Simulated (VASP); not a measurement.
Input of a VASP 6.6.1 run:

Contents of INCAR:

```
ALGO = Normal
EDIFF = 1E-6
EDIFFG = -0.01
ENCUT = 600
GGA = PE
IBRION = 2
ISIF = 3
ISMEAR = 0
LASPH = True
LCHARG = False
LREAL = False
LWAVE = False
NELM = 80
NSW = 100
PREC = Accurate
SIGMA = 0.1
```

Contents of KPOINTS:

```
k-points
0
Gamma
  12 12 12
```

File POSCAR:

```
SnGe2
1.0
    4.5918279448      0.0000000000      0.0000000000
   -2.2959139724      3.9766396500      0.0000000000
    0.0000000000      0.0000000000      3.8275419540
Sn Ge
1 2
Direct
    0.0000000000      0.0000000000      0.0000000000
    0.3333333333      0.6666666667      0.5000000000
    0.6666666667      0.3333333333      0.5000000000
```

Potentials or basis: VASP PAW PBE potentials, release 64 (Sn_d, Ge_d).

The run is started by

```console
$ cat potpaw_PBE.64/Sn_d/POTCAR potpaw_PBE.64/Ge_d/POTCAR > POTCAR
$ mpirun -np 1 vasp_std > vasp.out
```

(1) What does it give for the band gap on the k mesh?

(2) Estimate the relaxed cell.

(3) Estimate the space group after relaxing (to 0.1 Å).

(4) Predict the relaxed volume.

Results:

(1) zero (bands 21 and 22 overlap by 2.64 eV).

(2) a = 4.615 Å, b = 4.615 Å, c = 3.769 Å, α = 90.00°, β = 90.00°, γ = 120.00°.

(3) P6/mmm (No. 191).

(4) 23.17 Å³/atom.

Caveat: spin-orbit coupling is left out, which moves the levels of the heavy elements.
